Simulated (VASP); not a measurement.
A run of VASP 6.6.1 is set up as follows.

INCAR

```
  PREC = Accurate
  ENCUT = 520
  EDIFF = 1E-7
  ISMEAR = 0
  SIGMA = 0.05
  LREAL = F
  LASPH = T
  NELM = 100
  ALGO = Normal
  ISIF = 2
  LWAVE = F
  LCHARG = T
  GGA = CA
  LELF = T
  LVHAR = T
  NBANDS = 11
```

The input KPOINTS:

```
Automatic mesh
0
Gamma
  10 10 10
```

POSCAR

```
MgO
1.0
    2.9183020482      0.0000000000      0.0000000000
   -1.4591510241      2.5273237096      0.0000000000
    0.0000000000      0.0000000000      2.6616950286
Mg O
1 1
Direct
    0.0000000000      0.0000000000      0.0000000000
    0.3333333333      0.6666666667      0.5000000000
```

Potentials or basis: VASP PAW LDA potentials, release 64 (Mg, O).

Launch:

```sh
$ cat potpaw_LDA.64/Mg/POTCAR potpaw_LDA.64/O/POTCAR > POTCAR
$ mpirun -np 1 vasp_std > vasp.out
```

Problem. What does it give for the band gap on the k mesh?

Solution. 3.10 eV, indirect (least direct gap 3.51 eV).

Problem. What does it give for the pressure?

Solution. -8.5 GPa.

Stress tensor (GPa, compression positive):
```
-8.15  0.00  0.00
 0.00 -8.15  0.00
 0.00  0.00 -9.11
```

 A k mesh can miss the band edges.
